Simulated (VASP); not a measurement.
# Al3GaN4 (P-43m) in VASP: further runs, part 2 of 2

VASP 6.6.1.

**3. Single point, PBEsol**

This run uses another cell than the first one: it holds 16 atoms, not 8.

File INCAR:

```
SYSTEM = Al3GaN4
PREC = Accurate
ENCUT = 520
EDIFF = 1E-7
ISMEAR = 0
SIGMA = 0.05
LREAL = Auto
LASPH = .TRUE.
NELM = 80
ALGO = Normal
ISIF = 2
LWAVE = .FALSE.
LCHARG = .FALSE.
GGA = PS
NBANDS = 56
```

File KPOINTS:

```
Automatic mesh
0
G
  5 5 3
  0 0 0
```

File POSCAR:

```
Al3GaN4
1.0
    0.0000000000     -4.4069948432      0.0000000000
    0.0000000000      0.0000000000     -4.4069948432
    8.8139896863      0.0000000000      0.0000000000
Al Ga N
6 2 8
Direct
    0.5000000000      1.0000000000      0.2500000000
    0.5000000000      1.0000000000      0.7500000000
    0.0000000000      0.5000000000      0.2500000000
    0.0000000000      0.5000000000      0.7500000000
    0.5000000000      0.5000000000      0.5000000000
    0.5000000000      0.5000000000      0.0000000000
    0.0000000000      1.0000000000      0.5000000000
    0.0000000000      1.0000000000      0.0000000000
    0.2552922824      0.7447077176      0.3723538588
    0.2552922824      0.7447077176      0.8723538588
    0.7447077176      0.2552922824      0.3723538588
    0.7447077176      0.2552922824      0.8723538588
    0.2552922824      0.2552922824      0.1276461412
    0.2552922824      0.2552922824      0.6276461412
    0.7447077176      0.7447077176      0.1276461412
    0.7447077176      0.7447077176      0.6276461412
```

Potentials or basis: VASP PAW PBE potentials, release 64 (Al, Ga_d, N).

On the command line:

```bash
$ cat potpaw_PBE.64/Al/POTCAR potpaw_PBE.64/Ga_d/POTCAR potpaw_PBE.64/N/POTCAR > POTCAR
$ mpirun -np 1 vasp_std > vasp.out
```

OUTCAR:

```text
SYSTEM = Al3GaN4
   PREC = Accurate
   ENCUT = 520
   EDIFF = 1E-7
   ISMEAR = 0
   LREAL = Auto
   LASPH = .TRUE.
   NELM = 80
   ISIF = 2
   GGA = PS

 ion  position               nearest neighbor table
   1  0.500  0.000  0.250-   9 1.90  11 1.90  13 1.90  15 1.90   5 3.12   6 3.12   7 3.12   8 3.12
                             5 3.12   6 3.12   7 3.12   8 3.12   3 3.12   3 3.12   3 3.12   3 3.12
   2  0.500  0.000  0.750-  10 1.90  12 1.90  14 1.90  16 1.90   5 3.12   6 3.12   7 3.12   8 3.12
                             5 3.12   6 3.12   7 3.12   8 3.12   4 3.12   4 3.12   4 3.12   4 3.12
   3  0.000  0.500  0.250-   9 1.90  11 1.90  13 1.90  15 1.90   5 3.12   6 3.12   7 3.12   8 3.12
                             7 3.12   8 3.12   5 3.12   6 3.12   1 3.12   1 3.12   1 3.12   1 3.12
   4  0.000  0.500  0.750-  10 1.90  12 1.90  14 1.90  16 1.90   5 3.12   6 3.12   7 3.12   8 3.12
                             7 3.12   8 3.12   5 3.12   6 3.12   2 3.12   2 3.12   2 3.12   2 3.12
   5  0.500  0.500  0.500-   9 1.90  11 1.90  14 1.90  16 1.90   1 3.12   2 3.12   3 3.12   4 3.12
                             1 3.12   2 3.12   3 3.12   4 3.12   7 3.12   7 3.12   7 3.12   7 3.12
   6  0.500  0.500  0.000-  10 1.90  12 1.90  13 1.90  15 1.90   1 3.12   2 3.12   3 3.12   4 3.12
                             1 3.12   2 3.12   3 3.12   4 3.12   8 3.12   8 3.12   8 3.12   8 3.12
   7  0.000  0.000  0.500-   9 1.95  11 1.95  14 1.95  16 1.95   1 3.12   2 3.12   3 3.12   4 3.12
                             3 3.12   4 3.12   1 3.12   2 3.12   5 3.12   5 3.12   5 3.12   5 3.12
   8  0.000  0.000  0.000-  10 1.95  12 1.95  13 1.95  15 1.95   1 3.12   2 3.12   3 3.12   4 3.12
                             3 3.12   4 3.12   1 3.12   2 3.12   6 3.12   6 3.12   6 3.12   6 3.12
   9  0.255  0.745  0.372-   5 1.90   3 1.90   1 1.90   7 1.95
  10  0.255  0.745  0.872-   6 1.90   4 1.90   2 1.90   8 1.95
  11  0.745  0.255  0.372-   5 1.90   3 1.90   1 1.90   7 1.95
  12  0.745  0.255  0.872-   6 1.90   4 1.90   2 1.90   8 1.95
  13  0.255  0.255  0.128-   6 1.90   3 1.90   1 1.90   8 1.95
  14  0.255  0.255  0.628-   5 1.90   4 1.90   2 1.90   7 1.95
  15  0.745  0.745  0.128-   6 1.90   3 1.90   1 1.90   8 1.95
  16  0.745  0.745  0.628-   5 1.90   4 1.90   2 1.90   7 1.95

  LATTYP: Found a simple tetragonal cell.
 ALAT       =     4.4069948432
 C/A-ratio  =     2.0000000000

  Lattice vectors:

 A1 = (   0.0000000000,  -4.4069948432,   0.0000000000)
[... 181 lines left out ...]
  energy-cutoff  :      520.00
  volume of cell :      171.18
 maximum number of plane-waves:      4624
 NGX is ok and might be reduce to    36

 number of electron      83.9999994 magnetization

 Free energy of the ion-electron system (eV)
  ---------------------------------------------------
  ext. energy  EPLUGINS =         0.00000000
  ---------------------------------------------------
  free energy    TOTEN  =      -119.90493045 eV

  energy without entropy =     -119.90493045  energy(sigma->0) =     -119.90493045

 E-fermi :   5.8772     XC(G=0): -11.3281

 val. band max:        5.6176126085   @ k =   0.0000   0.0000   0.0000
 cond. band min:       8.9340009593   @ k =   0.0000   0.0000   0.0000
 fundamental gap:      3.3163883508
 Fermi energy:         5.8771748979

 k-point     1 :       0.0000    0.0000    0.0000
  band No.  band energies     occupation
      1      -9.5382      2.00000
      2      -8.6286      2.00000
      3      -8.4415      2.00000
      4      -7.8070      2.00000
      5      -7.8070      2.00000
      6      -7.7793      2.00000
[... 673 lines left out ...]
     53      14.1658      0.00000
     54      14.2045      0.00000
 [bands above 54 left out]

------------------------ aborting loop because EDIFF is reached ----------------------------------------

  FORCE on cell =-STRESS in cart. coord.  units (eV):
  Direction    XX          YY          ZZ          XY          YZ          ZX
  --------------------------------------------------------------------------------------
  -------------------------------------------------------------------------------------
  Total       -0.0550185     -0.0723246     -0.0723246      0.0000000      0.0000000      0.0000000
  in kB       -0.5149459     -0.6769222     -0.6769222      0.0000000      0.0000000      0.0000000
  external PRESSURE =      -0.6229301 kB  Pullay stress =       0.0000000 kB

 VOLUME and BASIS-vectors are now :
 -----------------------------------------------------------------------------
  energy-cutoff  :      520.00
  volume of cell :      171.18
      direct lattice vectors                 reciprocal lattice vectors
     0.000000000 -4.406994843  0.000000000     0.000000000 -0.226911997  0.000000000
     0.000000000  0.000000000 -4.406994843     0.000000000  0.000000000 -0.226911997
     8.813989686  0.000000000  0.000000000     0.113455998  0.000000000  0.000000000

 POSITION                                       TOTAL-FORCE (eV/Angst)
 -----------------------------------------------------------------------------------
      2.20350     -2.20350      0.00000        -0.000000     -0.000000     -0.000000
      6.61049     -2.20350      0.00000        -0.000000     -0.000000     -0.000000
      2.20350      0.00000     -2.20350        -0.000000     -0.000000     -0.000000
      6.61049      0.00000     -2.20350        -0.000000     -0.000000     -0.000000
      4.40699     -2.20350     -2.20350        -0.000000     -0.000000     -0.000000
      0.00000     -2.20350     -2.20350        -0.000000     -0.000000     -0.000000
[... 8 lines left out ...]
      1.12507     -3.28192     -3.28192        -0.004680     -0.004912     -0.004912
      5.53207     -3.28192     -3.28192        -0.004680     -0.004912     -0.004912
 -----------------------------------------------------------------------------------
    total drift:                                0.000000      0.000000      0.000000

  FREE ENERGIE OF THE ION-ELECTRON SYSTEM (eV)
  ---------------------------------------------------
  free  energy   TOTEN  =      -119.9049304514 eV

  energy  without entropy=     -119.9049304514  energy(sigma->0) =     -119.90493045
```

OSZICAR:

```text
N       E                     dE             d eps       ncg     rms          rms(c)
DAV:   1     0.826561586987E+03    0.82656E+03   -0.36373E+04  1576   0.188E+03
DAV:   2     0.291668939272E+02   -0.79739E+03   -0.73712E+03  1520   0.552E+02
DAV:   3    -0.126072042767E+03   -0.15524E+03   -0.14990E+03  1520   0.178E+02
DAV:   4    -0.136972527268E+03   -0.10900E+02   -0.10834E+02  1832   0.529E+01
DAV:   5    -0.137198134283E+03   -0.22561E+00   -0.22510E+00  1648   0.791E+00    0.228E+01
DAV:   6    -0.119863042855E+03    0.17335E+02   -0.60575E+01  2224   0.574E+01    0.765E+00
DAV:   7    -0.120071655834E+03   -0.20861E+00   -0.57580E+00  1584   0.115E+01    0.561E+00
DAV:   8    -0.119938955519E+03    0.13270E+00   -0.69206E-01  1952   0.650E+00    0.107E+00
DAV:   9    -0.119904270405E+03    0.34685E-01   -0.15516E-01  2144   0.454E+00    0.514E-01
DAV:  10    -0.119904684462E+03   -0.41406E-03   -0.16177E-02  1608   0.575E-01    0.254E-01
DAV:  11    -0.119904951030E+03   -0.26657E-03   -0.17273E-03  2072   0.333E-01    0.368E-02
DAV:  12    -0.119904933884E+03    0.17147E-04   -0.40984E-04  1728   0.143E-01    0.282E-02
DAV:  13    -0.119904931735E+03    0.21492E-05   -0.30707E-05  2072   0.275E-02    0.143E-02
DAV:  14    -0.119904930444E+03    0.12909E-05   -0.67853E-06  2304   0.305E-02    0.579E-03
DAV:  15    -0.119904930472E+03   -0.27974E-07   -0.28567E-06  2120   0.116E-02    0.255E-03
DAV:  16    -0.119904930451E+03    0.20176E-07   -0.35336E-07  1336   0.517E-03
   1 F= -.11990493E+03 E0= -.11990493E+03  d E =-.266245E-14
```

stdout:

```text
POSCAR found type information on POSCAR AlGaN
 POSCAR found :  3 types and      16 ions
 scaLAPACK will be used
 -----------------------------------------------------------------------------
|                                                                             |
|                                                                             |
|     You enforced a specific xc type in the INCAR file but a different       |
|     I HOPE YOU KNOW WHAT YOU ARE DOING!                                     |
|                                                                             |
 -----------------------------------------------------------------------------

 LDA part: xc-table for (Slater+PW92), standard interpolation
 POSCAR, INCAR and KPOINTS ok, starting setup
 FFT: planning ... GRIDC
 FFT: planning ... GRID_SOFT
 FFT: planning ... GRID
 WAVECAR not read
 entering main loop
```

Wall time 2.2 min (1 thread of Intel Xeon 6975P-C (Granite Rapids), shared host); peak memory 0.32 GiB.

What came out:

| Quantity | Value |
| --- | --- |
| Free energy | -119.9049 eV |
| Pressure | -0.1 GPa |
| Largest force | 0.008 eV/Å |
| Band gap on the k mesh | 3.32 eV |

Forces in eV/Å, atoms in the order of the input:
```
Al   0.000  0.000  0.000
Al   0.000  0.000  0.000
Al   0.000  0.000  0.000
Al   0.000  0.000  0.000
Al   0.000  0.000  0.000
Al   0.000  0.000  0.000
Ga   0.000  0.000  0.000
Ga   0.000  0.000  0.000
N    0.005  0.005 -0.005
N    0.005  0.005 -0.005
N    0.005 -0.005  0.005
N    0.005 -0.005  0.005
N   -0.005  0.005  0.005
N   -0.005  0.005  0.005
N   -0.005 -0.005 -0.005
N   -0.005 -0.005 -0.005
```

Levels at points of the mesh, in eV from the valence-band top:
```tsv
k point	band 39	band 40	band 41	band 42	band 43	band 44	band 45	band 46
(0.00, 0.00, 0.00)	-0.94	0.00	0.00	0.00	3.32	3.32	3.32	3.44
```

Caveat: the PAW data sets were made with another functional, which shifts forces and pressure a little. A hybrid or GW would open this gap; PBEsol tends to underestimate it.

**4. Relaxation of the atoms, PBEsol (equal strain along all axes, cell held: +3.0 %)**

File INCAR:

```
SYSTEM = Al3GaN4
PREC = Accurate
ENCUT = 520
EDIFF = 1E-7
ISMEAR = 0
SIGMA = 0.02
LREAL = .FALSE.
LASPH = .TRUE.
NELM = 100
ALGO = Normal
ISIF = 2
LWAVE = .FALSE.
LCHARG = .FALSE.
GGA = PS
IBRION = 2
NSW = 60
EDIFFG = -0.008
```

File KPOINTS:

```
Automatic mesh
0
G
  6 6 6
  0 0 0
```

File POSCAR:

```
Al3GaN4
1.0
    4.5392046910      0.0000000000      0.0000000000
    0.0000000000      4.5392046910      0.0000000000
    0.0000000000      0.0000000000      4.5392046910
Al Ga N
3 1 4
Direct
    0.5000000000      0.5000000000      0.0000000000
    0.5000000000      0.0000000000      0.5000000000
    0.0000000000      0.5000000000      0.5000000000
    0.0000000000      0.0000000000      0.0000000000
    0.7447077177      0.7447077177      0.2552922823
    0.7447077177      0.2552922823      0.7447077177
    0.2552922823      0.7447077177      0.7447077177
    0.2552922823      0.2552922823      0.2552922823
```

On the command line:

```bash
$ cat potpaw_PBE.64/Al/POTCAR potpaw_PBE.64/Ga_d/POTCAR potpaw_PBE.64/N/POTCAR > POTCAR
$ mpirun -np 1 vasp_std > vasp.out
```

Wall time 25 s (1 thread of AMD EPYC 9R45 (Zen 5), shared host); peak memory 0.19 GiB.

The run converged. Its results:

| Property | Result |
| --- | --- |
| Free energy | -59.5614 eV |
| Pressure after relaxing | -14.7 GPa |
| Band gap on the k mesh | 2.74 eV, direct |

Final structure:
```cif
data_structure
_symmetry_space_group_name_H-M 'P 1'
_symmetry_Int_Tables_number 1
_cell_length_a 4.5392
_cell_length_b 4.5392
_cell_length_c 4.5392
_cell_angle_alpha 90.000
_cell_angle_beta 90.000
_cell_angle_gamma 90.000
_cell_volume 93.53
loop_
_atom_site_label
_atom_site_type_symbol
_atom_site_fract_x
_atom_site_fract_y
_atom_site_fract_z
_atom_site_occupancy
Al1 Al 0.50000 0.50000 0.00000 1
Al2 Al 0.50000 0.00000 0.50000 1
Al3 Al 0.00000 0.50000 0.50000 1
Ga1 Ga 0.00000 0.00000 0.00000 1
N1 N 0.74471 0.74471 0.25529 1
N2 N 0.74471 0.25529 0.74471 1
N3 N 0.25529 0.74471 0.74471 1
N4 N 0.25529 0.25529 0.25529 1
```

Levels at points of the mesh, in eV from the valence-band top:
| k point | band 18 | band 19 | band 20 | band 21 | band 22 | band 23 | band 24 | band 25 |
| --- | --- | --- | --- | --- | --- | --- | --- | --- |
| (0.00, 0.00, 0.00) | -1.85 | 0.00 | 0.00 | 0.00 | 2.74 | 3.25 | 3.25 | 3.25 |
| (0.50, 0.00, 0.00) | -1.12 | -1.12 | -0.89 | -0.89 | 5.10 | 5.13 | 5.84 | 5.84 |
| (0.50, 0.50, 0.00) | -0.78 | -0.54 | -0.51 | -0.51 | 6.49 | 7.10 | 7.10 | 7.39 |
| (0.50, 0.50, 0.50) | -0.58 | -0.38 | -0.38 | -0.38 | 4.72 | 6.19 | 6.19 | 6.19 |

Caveat: the cell differs from its parent crystal (equal strain along all axes, cell held: +3.0 %); the relaxation stopped at its first step, so nothing moved; the PAW data sets were made with another functional, which shifts forces and pressure a little.

**5. Single point, PBEsol**

This run uses another cell than the first one, of 10.70 Å³/atom, 0.956 times its volume.

File INCAR:

```
PREC = Accurate
ENCUT = 520
EDIFF = 1E-6
ISMEAR = 0
SIGMA = 0.02
LREAL = False
LASPH = True
NELM = 60
ALGO = Normal
ISIF = 2
LWAVE = False
LCHARG = False
GGA = PS
NBANDS = 31
```

File KPOINTS:

```
regular mesh
0
Gamma
  6 6 6
```

File POSCAR:

```
Al3GaN4
1.0
    4.4069948432      0.0000000000      0.0000000000
    0.0000000000      4.4069948432      0.0000000000
    0.0000000000      0.0000000000      4.4069948432
Al Ga N
3 1 4
Direct
    0.5000000000      0.5000000000      0.0000000000
    0.5000000000      0.0000000000      0.5000000000
    0.0000000000      0.5000000000      0.5000000000
    0.0000000000      0.0000000000      0.0000000000
    0.7447077176      0.7447077176      0.2552922824
    0.7447077176      0.2552922824      0.7447077176
    0.2552922824      0.7447077176      0.7447077176
    0.2552922824      0.2552922824      0.2552922824
```

On the command line:

```bash
$ cat potpaw_PBE.64/Al/POTCAR potpaw_PBE.64/Ga_d/POTCAR potpaw_PBE.64/N/POTCAR > POTCAR
$ mpirun -np 1 vasp_std > vasp.out
```

It took 44 s on 1 thread of Intel Xeon Platinum 8375C at 2.90GHz (Ice Lake), shared host; peak memory 0.22 GiB.

The run converged. Its results:

| Property | Result |
| --- | --- |
| Free energy | -59.9511 eV |
| Pressure | -0.1 GPa |
| Largest force | 0.008 eV/Å |
| Band gap on the k mesh | 3.32 eV, direct |

Forces on the atoms (eV/Å):
```
Al   0.000  0.000  0.000
Al   0.000  0.000  0.000
Al   0.000  0.000  0.000
Ga   0.000  0.000  0.000
N    0.005  0.005 -0.005
N    0.005 -0.005  0.005
N   -0.005  0.005  0.005
N   -0.005 -0.005 -0.005
```

Levels at points of the mesh, in eV from the valence-band top:
```tsv
k point	band 17	band 18	band 19	band 20	band 21	band 22	band 23	band 24	band 25	band 26
(0.00, 0.00, 0.00)	-1.98	-1.98	0.00	0.00	0.00	3.32	3.32	3.32	3.44	6.92
(0.50, 0.00, 0.00)	-2.64	-1.21	-1.21	-0.94	-0.94	5.52	5.58	6.05	6.05	8.45
(0.50, 0.50, 0.00)	-2.57	-0.83	-0.55	-0.54	-0.54	7.29	7.47	7.47	7.73	7.93
(0.50, 0.50, 0.50)	-0.59	-0.59	-0.38	-0.38	-0.38	5.46	6.92	6.92	6.92	9.36
```

Caveat: the PAW data sets were made with another functional, which shifts forces and pressure a little. A k mesh can miss the band edges.

**6. Summary**

```csv
task,cell,k mesh,smearing,gap on the mesh (eV),pressure (GPa),largest force (eV/Å)
relaxation of the atoms,"atoms relaxed from a = 4.473 Å, 8 atoms",6 × 6 × 6,gaussian 0.02 eV,3.08,-8.2,0.01
single point,"a = 4.407, b = 4.407, c = 8.814 Å, 16 atoms",5 × 5 × 3,gaussian 0.05 eV,3.32,-0.1,0.01
relaxation of the atoms,"atoms relaxed from a = 4.539 Å, 8 atoms",6 × 6 × 6,gaussian 0.02 eV,2.74,-14.7,-
single point,"a = 4.407 Å, 8 atoms",6 × 6 × 6,gaussian 0.02 eV,3.32,-0.1,0.01
```

Alike in all rows: level PBEsol; potentials or basis VASP PAW PBE potentials, release 64 (Al, Ga_d, N); no spin polarisation; cutoff (eV) 520.

Caveats: the PAW data sets were made with another functional, which shifts forces and pressure a little; the relaxation stopped at its first step, so nothing moved (some runs).

Total energies depend on the potentials used, so only differences within one code and one set of settings carry meaning.
